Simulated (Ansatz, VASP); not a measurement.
## One calculation of PbS, two programs

```xyz
4
Lattice="3.1367 -3.2923 -0.0855 3.1367 3.2923 -0.0855 -2.8430 0.0000 21.9830" Properties=species:S:1:pos:R:3 pbc="T T T"
Pb    1.8874   -0.1328   20.4015
Pb    1.5430   -0.1328    1.4106
S    -1.3682   -0.0009   20.6234
S     4.7986   -0.0009    1.1886
```

Alike in both runs: task single point; functional PBEsol; k mesh 6 × 6 × 2; occupations gaussian, width 0.02 eV; no spin polarisation.

|  | VASP | Ansatz |
| --- | --- | --- |
| version | VASP 6.6.1 | Ansatz 0.2.0 |
| potentials or method | VASP PAW PBE potentials, release 64 (Pb_d, S), cutoff 520 eV | scalar-relativistic, plane waves, PAW |
| valence electrons in the cell | 40 | 40 |

```csv
,VASP,Ansatz,Ansatz less VASP
gap on the k mesh at the Fermi level (eV),1.84,1.84,0.000
least direct gap on the mesh (eV),1.91,1.91,0.000
rms of the force components (eV/Å),0.471,0.471,+0.0003
```

VASP's potentials were made for PBE, not for PBEsol. Atom by atom the forces differ by 0.001 eV/Å (rms over components). With one functional, cell and mesh, what is left measures potentials, basis and numerics.

Spin-orbit coupling is off throughout.
